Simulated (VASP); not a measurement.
# In2O3 (R-3c) in VASP: notebook

Runs on In2O3. Level: PBE. Tasks: single point.

Program: VASP 6.6.1. These are calculated values, not measurements. Logs are shortened: lines on timing, memory, paths and dates and some standing lists are left out, and cuts for length are marked.

### 1 The cell of the first run

It takes space group R-3c (No. 167, trigonal). The conventional cell has a = 5.575 Å, b = 5.575 Å, c = 14.757 Å, α = 90.00°, β = 90.00°, γ = 120.00°. Within 2.9 Å of In (site symmetry 3) lie 6 O at 2.16 to 2.29 Å. Within 2.9 Å of O (site symmetry 2) lie 4 In at 2.16 to 2.29 Å and 2 O at 2.86 Å.

### 2 Single point, PBE

File INCAR:

```
PREC     = Accurate       # precision mode
ENCUT    = 520            # plane-wave cutoff, eV
EDIFF    = 1E-6           # SCF threshold, eV
ISMEAR   = 0              # smearing method
SIGMA    = 0.02           # smearing width, eV
LREAL    = F              # projectors in reciprocal space
LASPH    = T              # aspherical terms in the spheres
NELM     = 100            # most SCF steps
ALGO     = Normal         # electronic algorithm
ISIF     = 2              # what is computed and relaxed
LWAVE    = F              # write WAVECAR
LCHARG   = F              # write CHGCAR
GGA      = PE             # functional
NBANDS   = 55             # bands
```

File KPOINTS:

```
regular mesh
0
Gamma
  6 6 6
```

File POSCAR:

```
In2O3
1.0
    2.7876176665      1.6094318101      4.9190313857
   -2.7876176665      1.6094318101      4.9190313857
    0.0000000000     -3.2188636203      4.9190313857
In O
4 6
Direct
    0.6427970982      0.6427970982      0.6427970982
    0.8572029018      0.8572029018      0.8572029018
    0.3572029018      0.3572029018      0.3572029018
    0.1427970982      0.1427970982      0.1427970982
    0.0465672022      0.7500000000      0.4534327978
    0.7500000000      0.4534327978      0.0465672022
    0.4534327978      0.0465672022      0.7500000000
    0.9534327978      0.2500000000      0.5465672022
    0.5465672022      0.9534327978      0.2500000000
    0.2500000000      0.5465672022      0.9534327978
```

Potentials or basis: VASP PAW PBE potentials, release 64 (In_d, O).

Run with:

```bash
> cat potpaw_PBE.64/In_d/POTCAR potpaw_PBE.64/O/POTCAR > POTCAR
> mpirun -np 1 vasp_std > vasp.out
```

OUTCAR:

```text
PREC = Accurate
   ENCUT = 520
   EDIFF = 1E-6
   ISMEAR = 0
   LREAL = F
   LASPH = T
   NELM = 100
   ISIF = 2
   GGA = PE

 ion  position               nearest neighbor table
   1  0.643  0.643  0.643-  10 2.16   9 2.16   8 2.16   5 2.29   6 2.29   7 2.29   2 3.16   3 3.30
                             3 3.30   3 3.30   2 3.67   2 3.67   2 3.67
   2  0.857  0.857  0.857-   8 2.16   9 2.16  10 2.16   6 2.29   5 2.29   7 2.29   1 3.16   4 3.30
                             4 3.30   4 3.30   1 3.67   1 3.67   1 3.67
   3  0.357  0.357  0.357-   6 2.16   7 2.16   5 2.16   8 2.29  10 2.29   9 2.29   4 3.16   1 3.30
                             1 3.30   1 3.30   4 3.67   4 3.67   4 3.67
   4  0.143  0.143  0.143-   5 2.16   7 2.16   6 2.16  10 2.29   8 2.29   9 2.29   3 3.16   2 3.30
                             2 3.30   2 3.30   3 3.67   3 3.67   3 3.67
   5  0.047  0.750  0.453-   4 2.16   3 2.16   1 2.29   2 2.29
   6  0.750  0.453  0.047-   3 2.16   4 2.16   2 2.29   1 2.29
   7  0.453  0.047  0.750-   3 2.16   4 2.16   1 2.29   2 2.29
   8  0.953  0.250  0.547-   2 2.16   1 2.16   3 2.29   4 2.29
   9  0.547  0.953  0.250-   1 2.16   2 2.16   3 2.29   4 2.29
  10  0.250  0.547  0.953-   1 2.16   2 2.16   4 2.29   3 2.29

  LATTYP: Found a trigonal (rhomboedric) cell.
 ALAT       =     5.8786012605
 COS(alpha) =     0.5502735764

  Lattice vectors:

 A1 = (   2.7876176665,   1.6094318101,   4.9190313857)
 A2 = (  -2.7876176665,   1.6094318101,   4.9190313857)
 A3 = (   0.0000000000,  -3.2188636203,   4.9190313857)

Analysis of symmetry for initial positions (statically):
=====================================================================
 Subroutine PRICEL returns:
 Original cell was already a primitive cell.

 Routine SETGRP: Setting up the symmetry group for a
 trigonal (rhombohedral) supercell.

 Subroutine GETGRP returns: Found 12 space group operations
 (whereof  6 operations were pure point group operations)
 out of a pool of 12 trial point group operations.

The static configuration has the point symmetry S_6 .
 The point group associated with its full space group is D_3d.

Analysis of symmetry for dynamics (positions and initial velocities):
=====================================================================
 Subroutine PRICEL returns:
 Original cell was already a primitive cell.

 Routine SETGRP: Setting up the symmetry group for a
 trigonal (rhombohedral) supercell.

 Subroutine GETGRP returns: Found 12 space group operations
 (whereof  6 operations were pure point group operations)
 out of a pool of 12 trial point group operations.

The dynamic configuration has the point symmetry S_6 .
 The point group associated with its full space group is D_3d.

 Subroutine INISYM returns: Found 12 space group operations
 (whereof  6 operations are pure point group operations),
 and found     1 'primitive' translations

----------------------------------------------------------------------------------------

                                     Primitive cell

  volume of cell :     132.4148

  direct lattice vectors                    reciprocal lattice vectors
     2.787617667  1.609431810  4.919031386     0.179364626  0.103556215  0.067764018
    -2.787617667  1.609431810  4.919031386    -0.179364626  0.103556215  0.067764018
     0.000000000 -3.218863620  4.919031386     0.000000000 -0.207112430  0.067764018

  length of vectors
     5.878601260  5.878601260  5.878601260     0.217916316  0.217916316  0.217916316

  position of ions in fractional coordinates (direct lattice)
     0.642797098  0.642797098  0.642797098
     0.857202902  0.857202902  0.857202902
     0.357202902  0.357202902  0.357202902
     0.142797098  0.142797098  0.142797098
     0.046567202  0.750000000  0.453432798
     0.750000000  0.453432798  0.046567202
     0.453432798  0.046567202  0.750000000
     0.953432798  0.250000000  0.546567202
     0.546567202  0.953432798  0.250000000
     0.250000000  0.546567202  0.953432798

  ion indices of the primitive-cell ions
   primitive index   ion index
                 1           1
                 2           2
                 3           3
                 4           4
                 5           5
                 6           6
                 7           7
                 8           8
                 9           9
                10          10

----------------------------------------------------------------------------------------

 KPOINTS: regular mesh

Automatic generation of k-mesh.
 Grid dimensions read from file:
 generate k-points for:    6    6    6

 Generating k-lattice:

  Cartesian coordinates                     Fractional coordinates (reciprocal lattice)
     0.029894104  0.017259369  0.011294003     0.166666667 -0.000000000  0.000000000
    -0.029894104  0.017259369  0.011294003    -0.000000000  0.166666667  0.000000000
     0.000000000 -0.034518738  0.011294003     0.000000000  0.000000000  0.166666667

  Length of vectors
     0.036319386  0.036319386  0.036319386

  Shift w.r.t. Gamma in fractional coordinates (k-lattice)
     0.000000000  0.000000000  0.000000000

 Subroutine IBZKPT returns following result:
 ===========================================

 Found     32 irreducible k-points:

 Following reciprocal coordinates:
            Coordinates               Weight
  0.000000  0.000000  0.000000      1.000000
  0.166667 -0.000000  0.000000      6.000000
  0.333333  0.000000  0.000000      6.000000
  0.500000 -0.000000 -0.000000      3.000000
  0.166667  0.166667  0.000000      6.000000
  0.333333  0.166667  0.000000     12.000000
[... 16 lines left out ...]
  0.500000  0.500000  0.166667      6.000000
 -0.333333  0.500000  0.166667     12.000000
 [... further k-points ...]
   k-points           NKPTS =     32   k-points in BZ     NKDIM =     32   number of bands    NBANDS=     55
   number of dos      NEDOS =    301   number of ions     NIONS =     10
   total plane-waves  NPLWV = 110592
   dimension x,y,z NGX =    48 NGY =   48 NGZ =   48
   dimension x,y,z NGXF=    96 NGYF=   96 NGZF=   96
   ions per type =               4   6
   NGX,Y,Z   is equivalent  to a cutoff of  13.57, 13.57, 13.57 a.u.
   NGXF,Y,Z  is equivalent  to a cutoff of  27.15, 27.15, 27.15 a.u.
 SYSTEM =  unknown system
   PREC   = accura    normal or accurate (medium, high low for compatibility)
   ISTART =      0    job   : 0-new  1-cont  2-samecut
   ICHARG =      2    charge: 1-file 2-atom 10-const
   ISPIN  =      1    spin polarized calculation?
   LNONCOLLINEAR =      F non collinear calculations
   LSORBIT =      F    spin-orbit coupling
   LASPH  =      T    aspherical Exc in radial PAW
   ENCUT  =  520.0 eV  38.22 Ry    6.18 a.u.  10.93 10.93 10.93*2*pi/ulx,y,z
   NELM   =    100;   NELMIN=  2; NELMDL= -5     # of ELM steps
   EDIFF  = 0.1E-05   stopping-criterion for ELM
   LREAL  =      F    real-space projection
   EDIFFG = 0.1E-04   stopping-criterion for IOM
   NSW    =      0    number of steps for IOM
   IBRION =     -1    ionic relax: 0-MD 1-quasi-New 2-CG
   NFREE  =      0    steps in history (QN), initial steepest desc. (CG)
   ISIF   =      2    stress and relaxation
   ISYM   =      2    0-nonsym 1-usesym 2-fastsym
   POTIM  = 0.5000    time-step for ionic-motion
   TEBEG  =    0.0;   TEEND  =   0.0 temperature during run
   PSTRESS=    0.0 pullay stress
   NELECT =      88.0000    total number of electrons
   NUPDOWN=      -1.0000    fix difference up-down
   EMIN   =  10.00;   EMAX   =-10.00  energy-range for DOS
   EFERMI =   0.00;   METHOD = LEGACY
   ISMEAR =     0;   SIGMA  =   0.02  broadening in eV -4-tet -1-fermi 0-gaus
   EFERMI_NEDOS =   21; number of points for ismear=-14 and -15
   IALGO  =     38    algorithm
   IMIX   =      4    mixing-type and parameters
     AMIX     =   0.40;   BMIX     =  1.00
     AMIX_MAG =   1.60;   BMIX_MAG =  1.00
  volume/ion in A,a.u.               =      13.24        89.36
  Fermi-wavevector in a.u.,A,eV,Ry     =   1.428642  2.699743 27.769748  2.041019
  Thomas-Fermi vector in A             =   2.548682
   LORBIT       =      0    0 simple, 1 ext, 2 COOP (PROOUT), +10 PAW based schemes
   GGA     = PE    functional components
   LHFCALC =     F    Hartree Fock is set to
   AEXX    =    0.0000 exact exchange contribution
   IVDW    =     0    specifies the selected vdW correction
   LEPSILON=     F    determine dielectric tensor
   LRPA    =     F    only Hartree local field effects (RPA)
 non-spin polarized calculation
 Gauss-broadening in eV      SIGMA  =   0.02
  energy-cutoff  :      520.00
  volume of cell :      132.41
 maximum number of plane-waves:      3589
 NGX is ok and might be reduce to    48
   NGX = 21   NGY = 21   NGZ = 21

 number of electron      88.0000007 magnetization

 Free energy of the ion-electron system (eV)
  ---------------------------------------------------
  ext. energy  EPLUGINS =         0.00000000
  ---------------------------------------------------
  free energy    TOTEN  =       -55.47546338 eV

  energy without entropy =      -55.47546338  energy(sigma->0) =      -55.47546338

 E-fermi :   5.1920     XC(G=0): -10.9763

 val. band max:        5.0621860722   @ k =  -0.1667   0.1667   0.0000
 cond. band min:       6.0229357292   @ k =   0.0000   0.0000   0.0000
 fundamental gap:      0.9607496569
 Fermi energy:         5.1919713366

 k-point     1 :       0.0000    0.0000    0.0000
  band No.  band energies     occupation
      1     -12.2831      2.00000
      2     -11.4817      2.00000
      3     -11.4817      2.00000
      4     -11.2857      2.00000
      5     -11.2857      2.00000
      6     -11.2056      2.00000
[... 47 lines left out ...]
     54      14.7058      0.00000
     55      15.1785      0.00000

 k-point     2 :       0.1667   -0.0000    0.0000
  band No.  band energies     occupation
      1     -12.2133      2.00000
      2     -11.4730      2.00000
      3     -11.4679      2.00000
      4     -11.3476      2.00000
      5     -11.3006      2.00000
      6     -11.2296      2.00000
[... 47 lines left out ...]
     54      15.2715      0.00000
     55      15.2759      0.00000
[... 1216 lines left out ...]
     54      15.6999      0.00000
     55      16.1833      0.00000

 k-point    24 :      -0.3333    0.5000    0.1667
  band No.  band energies     occupation
      1     -11.8221      2.00000
      2     -11.6925      2.00000
      3     -11.4947      2.00000
      4     -11.4301      2.00000
      5     -11.3245      2.00000
      6     -11.2375      2.00000
[... 47 lines left out ...]
     54      15.4106      0.00000
     55      16.0354      0.00000

 [... further k-points ...]
[... 5 lines left out ...]
  --------------------------------------------------------------------------------------
  -------------------------------------------------------------------------------------
  Total        0.3849564      0.3849564      0.2497129     -0.0000000     -0.0000000      0.0000000
  in kB        4.6578497      4.6578497      3.0214467     -0.0000000     -0.0000000      0.0000000
  external PRESSURE =       4.1123820 kB  Pullay stress =       0.0000000 kB

 VOLUME and BASIS-vectors are now :
 -----------------------------------------------------------------------------
  energy-cutoff  :      520.00
  volume of cell :      132.41
      direct lattice vectors                 reciprocal lattice vectors
     2.787617667  1.609431810  4.919031386     0.179364626  0.103556215  0.067764018
    -2.787617667  1.609431810  4.919031386    -0.179364626  0.103556215  0.067764018
     0.000000000 -3.218863620  4.919031386     0.000000000 -0.207112430  0.067764018

 POSITION                                       TOTAL-FORCE (eV/Angst)
 -----------------------------------------------------------------------------------
      0.00000     -0.00000      9.48582         0.000000     -0.000000      0.012536
      0.00000     -0.00000     12.64982         0.000000      0.000000     -0.012536
      0.00000     -0.00000      5.27128         0.000000      0.000000     -0.012536
      0.00000     -0.00000      2.10727         0.000000     -0.000000      0.012536
     -1.96090     -0.17752      6.14879        -0.005892     -0.010206     -0.000000
      0.82672      1.78695      6.14879        -0.005892      0.010206     -0.000000
      1.13419     -1.60943      6.14879         0.011784      0.000000     -0.000000
      1.96090      0.17752      8.60830         0.005892      0.010206     -0.000000
     -1.13419      1.60943      8.60830        -0.011784     -0.000000     -0.000000
     -0.82672     -1.78695      8.60830         0.005892     -0.010206     -0.000000
 -----------------------------------------------------------------------------------
    total drift:                               -0.000000     -0.000000      0.000000

  FREE ENERGIE OF THE ION-ELECTRON SYSTEM (eV)
  ---------------------------------------------------
  free  energy   TOTEN  =       -55.4754633833 eV

  energy  without entropy=      -55.4754633833  energy(sigma->0) =      -55.47546338
```

It took 5.5 min on 1 thread of Intel Xeon Platinum 8259CL at 2.50GHz (Skylake/Cascade Lake), shared host; peak memory 0.4 GiB.

Results:

| Item | Value |
| --- | --- |
| Free energy | -55.4755 eV |
| Pressure | 0.4 GPa |
| Largest force | 0.013 eV/Å |
| Band gap on the k mesh | 0.96 eV, indirect (least direct gap 1.04 eV) |

Forces on the atoms (eV/Å):
```
In   0.000  0.000  0.013
In   0.000  0.000 -0.013
In   0.000  0.000 -0.013
In   0.000  0.000  0.013
O   -0.006 -0.010  0.000
O   -0.006  0.010  0.000
O    0.012  0.000  0.000
O    0.006  0.010  0.000
O   -0.012  0.000  0.000
O    0.006 -0.010  0.000
```

Stress tensor (GPa, compression positive):
```
0.47 0.00 0.00
0.00 0.47 0.00
0.00 0.00 0.30
```

Caveat: spin-orbit coupling is left out, which moves the levels of the heavy elements.

[end of part 1 of 2]
